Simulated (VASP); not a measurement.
Crystal: Zr.

```
CELL_PARAMETERS angstrom
3.23188 0.00000 0.00000
-1.61594 2.79889 0.00000
0.00000 0.00000 5.17410
ATOMIC_POSITIONS crystal
Zr 0.33333 0.66667 0.25000
Zr 0.66667 0.33333 0.75000
```

Base run:

| Quantity | Value |
| --- | --- |
| Program | VASP 6.6.1 |
| Functional | PBE |
| Potentials or basis | VASP PAW PBE potentials, release 64 (Zr_sv) |
| Cutoff | 520 eV |
| k mesh | 7 × 7 × 4 |
| Occupations | fermi-dirac, width 0.1 eV |
| Spin | no spin polarisation |

Its results: band gap on the k mesh zero (band 12 reaches 9.81 eV, above the bottom of band 13 at 8.86 eV); pressure 0.1 GPa.

Problem. The run is repeated on the same cell with these changes: k mesh from 7 × 7 × 4 to 2 × 2 × 1. What comes out?

Solution. Band gap on the k mesh zero (band 12 reaches 9.75 eV, above the bottom of band 13 at 9.51 eV); pressure -2.8 GPa.

Caveats: some runs use coarse meshes.
